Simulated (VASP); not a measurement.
# K in VASP: single point with PBE

Aim: the single point of K with PBE.

Everything below comes from runs of VASP 6.6.1. Logs are shortened: lines on timing, memory, paths and dates and some standing lists are left out, and cuts for length are marked.

### Step 1. The cell of the first run

The cell holds a sheet with vacuum, 2 atoms: a = 4.429 Å, b = 4.429 Å, c = 31.133 Å, α = 90.00°, β = 90.00°, γ = 90.00°.

### Step 2. Single point, PBE

File POSCAR:

```
K
1.0
    4.4288658613      0.0000000000      0.0000000000
    0.0000000000      4.4288658613      0.0000000000
    0.0000000000      0.0000000000     31.1334741051
K
2
Direct
    0.5000000000      1.0000000000      0.2000762247
    1.0000000000      0.5000000000      0.3138400811
```

File INCAR.step1:

```
  PREC = Accurate
  ENCUT = 520
  EDIFF = 1E-7
  ISMEAR = 0
  SIGMA = 0.1
  LREAL = F
  LASPH = T
  NELM = 100
  ALGO = Fast
  ISIF = 2
  LWAVE = F
  LCHARG = T
  LDIPOL = T
  IDIPOL = 3
  DIPOL = 0.5 0.5 0.257
  GGA = PE
  NBANDS = 16
```

File KPOINTS.step1:

```
Automatic mesh
0
Gamma
  12 12 1
```

File INCAR.step2:

```
  PREC = Accurate
  ENCUT = 520
  EDIFF = 1E-7
  ISMEAR = -5
  SIGMA = 0.1
  LREAL = F
  LASPH = T
  NELM = 100
  ALGO = Fast
  ISIF = 2
  LWAVE = F
  LCHARG = F
  LDIPOL = T
  IDIPOL = 3
  DIPOL = 0.5 0.5 0.257
  GGA = PE
  LORBIT = 11
  NEDOS = 1001
  ICHARG = 11
```

File KPOINTS.step2:

```
Automatic mesh
0
Gamma
  18 18 1
```

Potentials or basis: VASP PAW PBE potentials, release 64 (K_sv).

Command:

```bash
$ cat potpaw_PBE.64/K_sv/POTCAR > POTCAR
$ cp INCAR.step1 INCAR
$ cp KPOINTS.step1 KPOINTS
$ mpirun -np 1 vasp_std > vasp.out
$ cp INCAR.step2 INCAR
$ cp KPOINTS.step2 KPOINTS
$ mpirun -np 1 vasp_std > vasp.out
```

OUTCAR:

```text
PREC = Accurate
   ENCUT = 520
   EDIFF = 1E-7
   ISMEAR = -5
   LREAL = F
   LASPH = T
   NELM = 100
   ISIF = 2
   GGA = PE
   LORBIT = 11
   ICHARG = 11

 ion  position               nearest neighbor table
   1  0.500  0.000  0.200-
   2  0.000  0.500  0.314-

  LATTYP: Found a simple tetragonal cell.
 ALAT       =     4.4288658613
 C/A-ratio  =     7.0296719477

  Lattice vectors:

 A1 = (   4.4288658613,   0.0000000000,   0.0000000000)
 A2 = (   0.0000000000,   4.4288658613,   0.0000000000)
 A3 = (   0.0000000000,   0.0000000000,  31.1334741051)

Analysis of symmetry for initial positions (statically):
=====================================================================
 Subroutine PRICEL returns:
 Original cell was already a primitive cell.

 Routine SETGRP: Setting up the symmetry group for a
 simple tetragonal supercell.

 Subroutine GETGRP returns: Found 16 space group operations
 (whereof  4 operations were pure point group operations)
 out of a pool of 16 trial point group operations.

The static configuration has the point symmetry C_2v.
 The point group associated with its full space group is D_4h.

Analysis of symmetry for dynamics (positions and initial velocities):
=====================================================================
 Subroutine PRICEL returns:
 Original cell was already a primitive cell.

 Routine SETGRP: Setting up the symmetry group for a
 simple tetragonal supercell.

 Subroutine GETGRP returns: Found 16 space group operations
 (whereof  4 operations were pure point group operations)
 out of a pool of 16 trial point group operations.

The dynamic configuration has the point symmetry C_2v.
 The point group associated with its full space group is D_4h.

 Subroutine INISYM returns: Found 16 space group operations
 (whereof  4 operations are pure point group operations),
 and found     1 'primitive' translations

----------------------------------------------------------------------------------------

                                     Primitive cell

  volume of cell :     610.6785

  direct lattice vectors                    reciprocal lattice vectors
     4.428865861  0.000000000  0.000000000     0.225791440  0.000000000  0.000000000
     0.000000000  4.428865861  0.000000000     0.000000000  0.225791440  0.000000000
     0.000000000  0.000000000 31.133474105     0.000000000  0.000000000  0.032119769

  length of vectors
     4.428865861  4.428865861 31.133474105     0.225791440  0.225791440  0.032119769

  position of ions in fractional coordinates (direct lattice)
     0.500000000  0.000000000  0.200076225
     0.000000000  0.500000000  0.313840081

  ion indices of the primitive-cell ions
   primitive index   ion index
                 1           1
                 2           2

----------------------------------------------------------------------------------------

 KPOINTS: Automatic mesh

Automatic generation of k-mesh.
 Grid dimensions read from file:
 generate k-points for:   18   18    1

 Generating k-lattice:

  Cartesian coordinates                     Fractional coordinates (reciprocal lattice)
     0.012543969  0.000000000  0.000000000     0.055555556  0.000000000  0.000000000
     0.000000000  0.012543969  0.000000000     0.000000000  0.055555556  0.000000000
     0.000000000  0.000000000  0.032119769     0.000000000  0.000000000  1.000000000

  Length of vectors
     0.012543969  0.012543969  0.032119769

  Shift w.r.t. Gamma in fractional coordinates (k-lattice)
     0.000000000  0.000000000  0.000000000

 TETIRR: Found    495 inequivalent tetrahedra from     1944

 Subroutine IBZKPT returns following result:
 ===========================================

 Found     55 irreducible k-points:

 Following reciprocal coordinates:
            Coordinates               Weight
  0.000000  0.000000  0.000000      1.000000
  0.055556  0.000000  0.000000      4.000000
  0.111111  0.000000  0.000000      4.000000
  0.166667  0.000000  0.000000      4.000000
  0.222222  0.000000  0.000000      4.000000
  0.277778  0.000000  0.000000      4.000000
[... 16 lines left out ...]
  0.277778  0.111111  0.000000      8.000000
  0.333333  0.111111  0.000000      8.000000
 [... further k-points ...]
   k-points           NKPTS =     55   k-points in BZ     NKDIM =     55   number of bands    NBANDS=     13
   number of dos      NEDOS =   1001   number of ions     NIONS =      2
   total plane-waves  NPLWV = 311040
   dimension x,y,z NGX =    36 NGY =   36 NGZ =  240
   dimension x,y,z NGXF=    72 NGYF=   72 NGZF=  480
   ions per type =               2
   NGX,Y,Z   is equivalent  to a cutoff of  13.51, 13.51, 12.82 a.u.
   NGXF,Y,Z  is equivalent  to a cutoff of  27.03, 27.03, 25.63 a.u.
 SYSTEM =  unknown system
   PREC   = accura    normal or accurate (medium, high low for compatibility)
   ISTART =      0    job   : 0-new  1-cont  2-samecut
   ICHARG =     11    charge: 1-file 2-atom 10-const
   ISPIN  =      1    spin polarized calculation?
   LNONCOLLINEAR =      F non collinear calculations
   LSORBIT =      F    spin-orbit coupling
   LASPH  =      T    aspherical Exc in radial PAW
   ENCUT  =  520.0 eV  38.22 Ry    6.18 a.u.   8.23  8.23 57.89*2*pi/ulx,y,z
   NELM   =    100;   NELMIN=  2; NELMDL=  0     # of ELM steps
   EDIFF  = 0.1E-06   stopping-criterion for ELM
   LREAL  =      F    real-space projection
   EDIFFG = 0.1E-05   stopping-criterion for IOM
   NSW    =      0    number of steps for IOM
   IBRION =     -1    ionic relax: 0-MD 1-quasi-New 2-CG
   NFREE  =      0    steps in history (QN), initial steepest desc. (CG)
   ISIF   =      2    stress and relaxation
   ISYM   =      2    0-nonsym 1-usesym 2-fastsym
   POTIM  = 0.5000    time-step for ionic-motion
   TEBEG  =    0.0;   TEEND  =   0.0 temperature during run
   PSTRESS=    0.0 pullay stress
   NELECT =      18.0000    total number of electrons
   NUPDOWN=      -1.0000    fix difference up-down
   EMIN   =  10.00;   EMAX   =-10.00  energy-range for DOS
   EFERMI =   0.00;   METHOD = LEGACY
   ISMEAR =    -5;   SIGMA  =   0.10  broadening in eV -4-tet -1-fermi 0-gaus
   EFERMI_NEDOS =   21; number of points for ismear=-14 and -15
   IALGO  =     68    algorithm
   IMIX   =      4    mixing-type and parameters
     AMIX     =   0.40;   BMIX     =  1.00
     AMIX_MAG =   1.60;   BMIX_MAG =  1.00
  volume/ion in A,a.u.               =     305.34      2060.53
  Fermi-wavevector in a.u.,A,eV,Ry     =   0.505702  0.955638  3.479481  0.255735
  Thomas-Fermi vector in A             =   1.516356
   LORBIT       =     11    0 simple, 1 ext, 2 COOP (PROOUT), +10 PAW based schemes
   GGA     = PE    functional components
   LHFCALC =     F    Hartree Fock is set to
   AEXX    =    0.0000 exact exchange contribution
   IVDW    =     0    specifies the selected vdW correction
   LEPSILON=     F    determine dielectric tensor
   LRPA    =     F    only Hartree local field effects (RPA)
 non-spin polarized calculation
 RMM-DIIS sequential band-by-band and
 Fermi weights with tetrahedron method with Bloechl corrections
  energy-cutoff  :      520.00
  volume of cell :      610.68
 maximum number of plane-waves:     16495
 NGX is ok and might be reduce to    36

 number of electron      18.0000000 magnetization

 dipolmoment           0.000000      0.000000      0.000086 electrons x Angstroem

 Free energy of the ion-electron system (eV)
  ---------------------------------------------------
  ext. energy  EPLUGINS =         0.00000000
  ---------------------------------------------------
  free energy    TOTEN  =        -1.80623359 eV

  energy without entropy =       -1.80623359  energy(sigma->0) =       -1.80623359

 E-fermi :  -1.8247     XC(G=0):  -1.7927

 val. band max:       -1.8539041701   @ k =   0.3889   0.2778   0.0000
 cond. band min:      -1.8117150769   @ k =   0.2778   0.1111   0.0000
 fundamental gap:      0.0421890932
 Fermi energy:        -1.8246923099

 k-point     1 :       0.0000    0.0000    0.0000
  band No.  band energies     occupation
      1     -34.1503      2.00000
      2     -34.1481      2.00000
      3     -17.6560      2.00000
      4     -17.6226      2.00000
      5     -17.6003      2.00000
      6     -17.6003      2.00000
      7     -17.5911      2.00000
      8     -17.5911      2.00000
      9      -3.6837      2.00000
     10      -2.5497      2.00000
     11      -1.1393      0.00000
     12      -0.2701      0.00000
     13       0.4779      0.00000

 k-point     2 :       0.0556    0.0000    0.0000
  band No.  band energies     occupation
      1     -34.1502      2.00000
      2     -34.1480      2.00000
      3     -17.6556      2.00000
      4     -17.6229      2.00000
      5     -17.6020      2.00000
      6     -17.6001      2.00000
      7     -17.5931      2.00000
      8     -17.5910      2.00000
      9      -3.6565      2.00000
     10      -2.5232      2.00000
     11      -1.1211      0.00000
     12      -0.2476      0.00000
     13       0.4999      0.00000
[... 321 lines left out ...]
 k-point    23 :       0.2778    0.1111    0.0000
  band No.  band energies     occupation
      1     -34.1479      2.00000
      2     -34.1465      2.00000
      3     -17.6492      2.00000
      4     -17.6402      2.00000
      5     -17.6255      2.00000
      6     -17.6201      2.00000
      7     -17.6021      2.00000
      8     -17.5969      2.00000
      9      -2.9234      2.00000
     10      -1.8117      0.82106
     11      -0.6250      0.00000
     12      -0.0132      0.00000
     13       0.4645      0.00000

 k-point    24 :       0.3333    0.1111    0.0000
  band No.  band energies     occupation
      1     -34.1473      2.00000
      2     -34.1462      2.00000
      3     -17.6515      2.00000
      4     -17.6492      2.00000
      5     -17.6308      2.00000
      6     -17.6218      2.00000
      7     -17.6008      2.00000
      8     -17.5966      2.00000
      9      -2.6497      2.00000
     10      -1.5476     -0.06352
     11      -0.4400      0.00000
     12      -0.3764      0.00000
     13       0.6586      0.00000

 [... further k-points ...]

------------------------ aborting loop because EDIFF is reached ----------------------------------------

 vacuum level on the upper side and lower side of the slab       (xc-potential included)        -0.005        -0.006

  FORCE on cell =-STRESS in cart. coord.  units (eV):
  Direction    XX          YY          ZZ          XY          YZ          ZX
  --------------------------------------------------------------------------------------
  -------------------------------------------------------------------------------------
  Total        0.0097821      0.0097821      0.0086272      0.0000000      0.0000000      0.0000000
  in kB        0.0256644      0.0256644      0.0226343      0.0000000      0.0000000      0.0000000
  external PRESSURE =       0.0246543 kB  Pullay stress =       0.0000000 kB

 VOLUME and BASIS-vectors are now :
 -----------------------------------------------------------------------------
  energy-cutoff  :      520.00
  volume of cell :      610.68
      direct lattice vectors                 reciprocal lattice vectors
     4.428865861  0.000000000  0.000000000     0.225791440  0.000000000  0.000000000
     0.000000000  4.428865861  0.000000000     0.000000000  0.225791440  0.000000000
     0.000000000  0.000000000 31.133474105     0.000000000  0.000000000  0.032119769

 POSITION                                       TOTAL-FORCE (eV/Angst)
 -----------------------------------------------------------------------------------
      2.21443      0.00000      6.22907        -0.000000      0.000000      0.002303
      0.00000      2.21443      9.77093         0.000000      0.000000     -0.002303
 -----------------------------------------------------------------------------------
    total drift:                                0.000000     -0.000000      0.008800

  FREE ENERGIE OF THE ION-ELECTRON SYSTEM (eV)
  ---------------------------------------------------
  free  energy   TOTEN  =        -1.8062335877 eV

  energy  without entropy=       -1.8062335877  energy(sigma->0) =       -1.80623359

 vacuum level on the upper side and lower side of the slab         0.608         0.607

 total charge

# of ion       s       p       d       tot
------------------------------------------
    1        1.983   5.551   0.005   7.538
    2        1.983   5.551   0.005   7.538
--------------------------------------------------
tot          3.965  11.101   0.009  15.076
```

Run time: 25 min. Hardware: 1 thread of Oxide Virtual Turin-like, shared host; peak memory 0.82 GiB.

Results:

```
Valence electrons inside the program's atomic spheres : K 7.54
```

Levels at points of the mesh, in eV from the Fermi level:
```csv
k point,band 7,band 8,band 9,band 10,band 11,band 12
"(0.00, 0.00, 0.00)",-15.77,-15.77,-1.86,-0.73,0.69,1.55
"(0.50, 0.00, 0.00)",-15.77,-15.77,0.13,0.13,1.18,1.18
"(0.50, 0.50, 0.00)",-15.80,-15.80,1.31,1.31,1.86,1.86
```
